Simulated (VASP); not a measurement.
Runs of VASP 6.6.1 on Ba. The structure is that of space group Im-3m (No. 229), or close to it. The cells are those of the table. 

```csv
task,cell,k mesh,cutoff (eV),smearing,gap on the mesh (eV),pressure (GPa),relaxed volume (Å³/atom)
relaxation of cell and atoms,"relaxed from a = 4.223 Å, angles 109.5°, 1 atom",12 × 12 × 12,600,fermi-dirac 0.15 eV,none,0.0,(a)
relaxation of cell and atoms,"relaxed from a = 4.352 Å, angles 109.5°, 1 atom",12 × 12 × 12,600,gaussian 0.1 eV,none,0.0,58.54
single point,"a = 4.352 Å, angles 109.5°, 1 atom",6 × 6 × 6,520,gaussian 0.1 eV,none,-0.6,-
relaxation of cell and atoms,"relaxed from a = 4.223 Å, angles 109.5°, 1 atom",12 × 12 × 12,600,gaussian 0.1 eV,none,0.0,58.46
```

Alike in all rows: level PBEsol; potentials or basis VASP PAW PBE potentials, release 64 (Ba_sv); no spin polarisation.

**Question.** Estimate the missing entries.

**Answer.** (a) 59.03.

Caveats: the PAW data sets were made with another functional, which shifts forces and pressure a little; spin-orbit coupling is left out, which moves the levels of the heavy elements.

A k mesh can miss the band edges, and the runs leave out spin-orbit coupling on Ba.

A gap of «none» marks levels without a gap at the run's occupations.
